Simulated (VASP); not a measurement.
# RbCl (Fm-3m) in VASP: notebook, part 2 of 2

VASP 6.6.1.

## 3. Relaxation of cell and atoms, r2SCAN

Contents of POSCAR:

```
RbCl
1.0
    0.0000000000      3.2740000000      3.2740000000
    3.2740000000      0.0000000000      3.2740000000
    3.2740000000      3.2740000000      0.0000000000
Rb Cl
1 1
Direct
    0.0000000000      0.0000000000      0.0000000000
    0.5000000000      0.5000000000      0.5000000000
```

Contents of INCAR.step1:

```
SYSTEM = RbCl
  PREC = Accurate
  ENCUT = 550
  ISMEAR = -1
  SIGMA = 0.02
  LREAL = .False.
  LASPH = .True.
  NELM = 120
  GGA = PE
  ALGO = Normal
  EDIFF = 1E-5
  LWAVE = .True.
  LCHARG = .False.
  GGA_COMPAT = .False.
  IBRION = 2
  ISIF = 3
  EDIFFG = -0.005
  NELMIN = 4
  NSW = 100
```

Contents of INCAR.step2:

```
SYSTEM = RbCl
  PREC = Accurate
  ENCUT = 550
  EDIFF = 1E-7
  ISMEAR = -1
  SIGMA = 0.02
  LREAL = .False.
  LASPH = .True.
  NELM = 120
  ALGO = Normal
  ISIF = 3
  LWAVE = .False.
  LCHARG = .False.
  METAGGA = R2SCAN
  LMIXTAU = .True.
  IBRION = 2
  NSW = 80
  EDIFFG = -0.01
  ISTART = 1
  GGA_COMPAT = .False.
  NELMIN = 4
```

Contents of KPOINTS:

```
Automatic mesh
0
Gamma
  8 8 8
  0 0 0
```

Potentials or basis: VASP PAW PBE potentials, release 64 (Rb_sv, Cl).

Started as:

```console
$ cat potpaw_PBE.64/Rb_sv/POTCAR potpaw_PBE.64/Cl/POTCAR > POTCAR
$ cp INCAR.step1 INCAR
$ mpirun -np 1 vasp_std > vasp.out
$ cp INCAR.step2 INCAR
$ mpirun -np 1 vasp_std > vasp.out
```

OUTCAR:

```text
SYSTEM = RbCl
   PREC = Accurate
   ENCUT = 550
   EDIFF = 1E-7
   ISMEAR = -1
   LREAL = .False.
   LASPH = .True.
   NELM = 120
   ISIF = 3
   METAGGA = R2SCAN
   IBRION = 2
   NSW = 80
   EDIFFG = -0.01
   ISTART = 1
   NELMIN = 4

 ion  position               nearest neighbor table
   1  0.000  0.000  0.000-   2 3.27   2 3.27   2 3.27   2 3.27   2 3.27   2 3.27
   2  0.500  0.500  0.500-   1 3.27   1 3.27   1 3.27   1 3.27   1 3.27   1 3.27

  LATTYP: Found a face centered cubic cell.
 ALAT       =     6.5480000000

  Lattice vectors:

 A1 = (   0.0000000000,   3.2740000000,   3.2740000000)
 A2 = (   3.2740000000,   0.0000000000,   3.2740000000)
 A3 = (   3.2740000000,   3.2740000000,   0.0000000000)

Analysis of symmetry for initial positions (statically):
=====================================================================
 Subroutine PRICEL returns:
 Original cell was already a primitive cell.

 Routine SETGRP: Setting up the symmetry group for a
 face centered cubic supercell.

 Subroutine GETGRP returns: Found 48 space group operations
 (whereof 48 operations were pure point group operations)
 out of a pool of 48 trial point group operations.

The static configuration has the point symmetry O_h .

[... 231 lines left out ...]

 number of electron      16.0000002 magnetization

 Free energy of the ion-electron system (eV)
  ---------------------------------------------------
  ext. energy  EPLUGINS =         0.00000000
  ---------------------------------------------------
  free energy    TOTEN  =       -24.38534415 eV

  energy without entropy =      -24.38534415  energy(sigma->0) =      -24.38534415

 E-fermi :  -1.8554     XC(G=0):  -7.7085

 val. band max:       -2.3554893819   @ k =   0.0000   0.0000   0.0000
 cond. band min:       3.1939456222   @ k =   0.0000   0.0000   0.0000
 fundamental gap:      5.5494350041
 Fermi energy:        -1.8554239793

 k-point     1 :       0.0000    0.0000    0.0000
  band No.  band energies     occupation
      1     -27.0322      2.00000
      2     -14.8876      2.00000
      3     -10.5351      2.00000
      4     -10.5351      2.00000
      5     -10.5351      2.00000
      6      -2.3555      2.00000
      7      -2.3555      2.00000
      8      -2.3555      2.00000
      9       3.1939      0.00000
     10       6.2493      0.00000
     11       6.2493      0.00000
     12       6.2493      0.00000
[... 331 lines left out ...]
 k-point    24 :      -0.3750    0.2500    0.1250
  band No.  band energies     occupation
      1     -27.0149      2.00000
      2     -14.9073      2.00000
      3     -10.6257      2.00000
      4     -10.6144      2.00000
      5     -10.5274      2.00000
      6      -2.9753      2.00000
      7      -2.6370      2.00000
      8      -2.6350      2.00000
      9       5.8231      0.00000
     10       5.9828      0.00000
     11       8.0997      0.00000
     12       8.3422      0.00000

 [... further k-points ...]

------------------------ aborting loop because EDIFF is reached ----------------------------------------

  FORCE on cell =-STRESS in cart. coord.  units (eV):
  Direction    XX          YY          ZZ          XY          YZ          ZX
  --------------------------------------------------------------------------------------
  -------------------------------------------------------------------------------------
  Total       -0.0043211     -0.0043211     -0.0043211      0.0000000     -0.0000000      0.0000000
  in kB       -0.0956017     -0.0956017     -0.0956017      0.0000000     -0.0000000      0.0000000
  external PRESSURE =      -0.0956017 kB  Pullay stress =       0.0000000 kB
[... 17 lines left out ...]
  FREE ENERGIE OF THE ION-ELECTRON SYSTEM (eV)
  ---------------------------------------------------
  free  energy   TOTEN  =       -24.3853441504 eV

  energy  without entropy=      -24.3853441504  energy(sigma->0) =      -24.38534415

 reached required accuracy - stopping structural energy minimisation
```

OUTCAR.step1:

```text
SYSTEM = RbCl
   PREC = Accurate
   ENCUT = 550
   ISMEAR = -1
   LREAL = .False.
   LASPH = .True.
   NELM = 120
   GGA = PE
[... 722 lines left out ...]
  -------------------------------------------------------------------------------------
  Total       -0.0021855     -0.0021855     -0.0021855      0.0000000     -0.0000000      0.0000000
  in kB       -0.0466297     -0.0466297     -0.0466297      0.0000000     -0.0000000      0.0000000
  external PRESSURE =      -0.0466297 kB  Pullay stress =       0.0000000 kB
[... 17 lines left out ...]
  FREE ENERGIE OF THE ION-ELECTRON SYSTEM (eV)
  ---------------------------------------------------
  free  energy   TOTEN  =        -6.6753377166 eV

  energy  without entropy=       -6.6753377166  energy(sigma->0) =       -6.67533772

 reached required accuracy - stopping structural energy minimisation
```

Run time: 4.9 min. Hardware: 1 thread of AMD EPYC 9R45 (Zen 5), shared host; peak memory 0.21 GiB.

Results:

```
Free energy                           : -24.3853 eV
Relaxed volume                        : 36.21 Å³/atom
Relaxed cell                          : a = 4.679 Å, b = 4.679 Å, c = 4.679 Å, α = 60.00°, β = 60.00°, γ = 60.00°
Space group after relaxing (to 0.1 Å) : Fm-3m (No. 225)
Energy gained by relaxing             : 1.9 meV/atom
Ionic steps                           : 3
Pressure after relaxing               : 0.0 GPa
Band gap on the k mesh                : 5.55 eV
```

Step by step:
| step | energy change (eV) | largest force (eV/Å) | pressure (GPa) | volume (Å³) |
| --- | --- | --- | --- | --- |
| 1 | 0.0000 | 0.0000 | 0.56 | 70.19 |
| 2 | -0.0031 | 0.0000 | 0.23 | 71.45 |
| 3 | -0.0037 | 0.0000 | -0.01 | 72.42 |

Final structure:
```
Rb Cl
1.0
     0.00000    3.30828    3.30828
     3.30828    0.00000    3.30828
     3.30828    3.30828    0.00000
Rb Cl
1 1
Cartesian
  0.0000 0.0000 0.0000
  3.3083 3.3083 3.3083
```

Levels at points of the mesh, in eV from the valence-band top:
```
           k point  band 6  band 7  band 8  band 9  band 10  band 11
(0.00, 0.00, 0.00)    0.00    0.00    0.00    5.55     8.60     8.60
(0.50, 0.00, 0.00)   -0.82   -0.32   -0.32    8.17     8.48    10.85
(0.50, 0.50, 0.00)   -0.33   -0.10   -0.10    6.67     8.84    10.13
```

Caveat: the PAW data sets were made with another functional, which shifts forces and pressure a little.

## 4. Single point, HSE06

This run uses another cell than the first one, of 36.15 Å³/atom.

Contents of POSCAR:

```
RbCl
1.0
    0.0000000000      3.3064195300      3.3064195300
    3.3064195300      0.0000000000      3.3064195300
    3.3064195300      3.3064195300      0.0000000000
Rb Cl
1 1
Direct
    0.0000000000      0.0000000000      0.0000000000
    0.5000000000      0.5000000000      0.5000000000
```

Contents of INCAR.step1:

```
  PREC = Accurate
  ENCUT = 400
  EDIFF = 1E-5
  ISMEAR = -1
  SIGMA = 0.02
  LREAL = F
  LASPH = T
  NELM = 120
  ALGO = Normal
  ISIF = 2
  LWAVE = T
  GGA = PE
  NBANDS = 15
  GGA_COMPAT = F
```

Contents of INCAR.step2:

```
  PREC = Accurate
  ENCUT = 400
  EDIFF = 1E-6
  ISMEAR = -1
  SIGMA = 0.02
  LREAL = F
  LASPH = T
  NELM = 120
  ALGO = Normal
  ISIF = 2
  LWAVE = F
  LCHARG = T
  GGA = PE
  LHFCALC = T
  HFSCREEN = 0.2079
  PRECFOCK = Normal
  LELF = T
  LVHAR = T
  ISTART = 1
  NBANDS = 15
  GGA_COMPAT = F
```

Contents of KPOINTS:

```
Automatic mesh
0
Gamma
  6 6 6
```

Started as:

```console
$ cat potpaw_PBE.64/Rb_sv/POTCAR potpaw_PBE.64/Cl/POTCAR > POTCAR
$ cp INCAR.step1 INCAR
$ mpirun -np 1 vasp_std > vasp.out
$ cp INCAR.step2 INCAR
$ mpirun -np 1 vasp_std > vasp.out
```

It took 18 min on 1 thread of Intel Xeon Platinum 8375C at 2.90GHz (Ice Lake), shared host; peak memory 0.3 GiB.

It converged, with:

```
Free energy            : -7.7418 eV
Pressure               : 0.3 GPa
Band gap on the k mesh : 6.25 eV
```

Levels at points of the mesh, in eV from the valence-band top:
| k point | band 4 | band 5 | band 6 | band 7 | band 8 | band 9 | band 10 | band 11 | band 12 | band 13 |
| --- | --- | --- | --- | --- | --- | --- | --- | --- | --- | --- |
| (0.00, 0.00, 0.00) | -8.40 | -8.40 | 0.00 | 0.00 | 0.00 | 6.25 | 9.39 | 9.39 | 9.39 | 10.46 |
| (0.50, 0.00, 0.00) | -8.41 | -8.37 | -0.86 | -0.34 | -0.34 | 8.98 | 9.31 | 11.66 | 11.66 | 12.76 |
| (0.50, 0.50, 0.00) | -8.51 | -8.51 | -0.34 | -0.11 | -0.11 | 7.50 | 9.45 | 10.99 | 11.63 | 11.93 |

Caveat: the PAW data sets were made with another functional, which shifts forces and pressure a little.

## 5. The runs side by side

```tsv
task	level	potentials or basis	cell	k mesh	cutoff (eV)	grid for exact exchange (PRECFOCK)	share of exact exchange	screening parameter	gap on the mesh (eV)	pressure (GPa)	relaxed volume (Å³/atom)
relaxation of cell and atoms	LDA	VASP PAW LDA potentials, release 64 (Rb_sv, Cl)	relaxed from a = 4.630 Å, angles 60.0°, 2 atoms	8 × 8 × 8	500	-	-	-	4.84	0.0	32.55
relaxation of cell and atoms	r2SCAN	VASP PAW PBE potentials, release 64 (Rb_sv, Cl)	relaxed from a = 4.630 Å, angles 60.0°, 2 atoms	8 × 8 × 8	550	-	-	-	5.55	0.0	36.21
single point	HSE06	VASP PAW PBE potentials, release 64 (Rb_sv, Cl)	a = 4.676 Å, angles 60.0°, 2 atoms	6 × 6 × 6	400	Normal	0.25	0.2079 1/Å	6.25	0.3	-
```

Alike in all rows: no spin polarisation; smearing fermi-dirac 0.02 eV.

Caveats: the PAW data sets were made with another functional, which shifts forces and pressure a little (at least some runs).

Absolute energies hang on the potentials; compare differences alone.
